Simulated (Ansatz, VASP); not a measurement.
# Two plane-wave programs on GaN

```xyz
8
Lattice="3.1049 0.0000 0.0000 0.0000 5.0515 0.0000 0.0000 0.0000 5.7422" Properties=species:S:1:pos:R:3 pbc="T T T"
Ga    1.5524    0.0000    0.0000
Ga    3.1049    2.5257    0.9570
Ga    3.1049    0.0000    2.8711
Ga    1.5524    2.5257    3.8281
N     1.5524    3.1471    0.0000
N     3.1049    0.6213    0.9570
N     3.1049    3.1471    2.8711
N     1.5524    0.6213    3.8281
```

Alike in both runs: task single point; functional PBE; k mesh 6 × 4 × 4; occupations gaussian, width 0.1 eV; no spin polarisation.

|  | VASP | Ansatz |
| --- | --- | --- |
| version | VASP 6.6.1 | Ansatz 0.2.0 |
| potentials or method | VASP PAW PBE potentials, release 64 (Ga_d, N), cutoff 520 eV | scalar-relativistic, plane waves, PAW |
| valence electrons in the cell | 72 | 72 |

Ansatz gave:

```
gap on the k mesh at the Fermi level (eV) : 1.86
least direct gap on the mesh (eV)         : 1.86
pressure (GPa)                            : 9.1
rms of the force components (eV/Å)        : 0.366
```

Which values does VASP return?

gap on the k mesh at the Fermi level (eV): 1.87; least direct gap on the mesh (eV): 1.87; pressure (GPa): 9.1; rms of the force components (eV/Å): 0.360.

The functional is the same, so the differences come from potentials, cutoffs and numerics. Ansatz's warnings: structure snapped to symmetry.
